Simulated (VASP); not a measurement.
Write the native input for VASP 6.6.1 that does the following.

```yaml
Task: relaxation of volume and atoms at fixed shape
Functional: PBEsol
Potentials_or_basis: VASP PAW PBE potentials, release 64 (Pt)
Cutoff: 500 eV
k_mesh: 8 × 8 × 8
Occupations: fermi-dirac, width 0.05 eV
Spin: no spin polarisation
Dipole_correction: no
Further_INCAR_settings: ALGO = Normal; EDIFF = 1e-07; IBRION = 2; EDIFFG = -0.01; NSW = 80; ISIF = 8
```

The structure of Pt lies in POSCAR:

```
Pt
1.0
    0.0000000000      1.9609000000      1.9609000000
    1.9609000000      0.0000000000      1.9609000000
    1.9609000000      1.9609000000      0.0000000000
Pt
1
Direct
    0.0000000000      0.0000000000      0.0000000000
```

These files were run (other wordings do the same):

INCAR

```
PREC = Accurate
ENCUT = 500
EDIFF = 1E-7
ISMEAR = -1
SIGMA = 0.05
LREAL = F
LASPH = T
NELM = 120
ALGO = Normal
ISIF = 8
LWAVE = F
LCHARG = F
GGA = PS
IBRION = 2
NSW = 80
EDIFFG = -0.01
GGA_COMPAT = F
NELMIN = 4
```

KPOINTS

```
regular mesh
0
Gamma
  8 8 8
```

Potentials or basis: VASP PAW PBE potentials, release 64 (Pt).

Run with:

```console
$ cat potpaw_PBE.64/Pt/POTCAR > POTCAR
$ mpirun -np 1 vasp_std > vasp.out
```

Results of the run:

```json
{
 "Relaxed volume": "14.99 Å³/atom",
 "Relaxed cell": "a = 2.767 Å, b = 2.767 Å, c = 2.767 Å, α = 60.00°, β = 60.00°, γ = 60.00°",
 "Space group after relaxing (to 0.1 Å)": "Fm-3m (No. 225)",
 "Energy gained by relaxing": "0.5 meV/atom",
 "Ionic steps": "3",
 "Pressure after relaxing": "0.0 GPa",
 "Band gap on the k mesh": "zero (bands 5 and 6 overlap by 2.25 eV)"
}
```

Caveat: the PAW data sets were made with another functional, which shifts forces and pressure a little; spin-orbit coupling is left out, which moves the levels of the heavy elements.

Run time: 6.7 s on 1 thread of AMD EPYC 7R13 Processor (Zen 3) (shared host), peak memory 0.1 GiB.
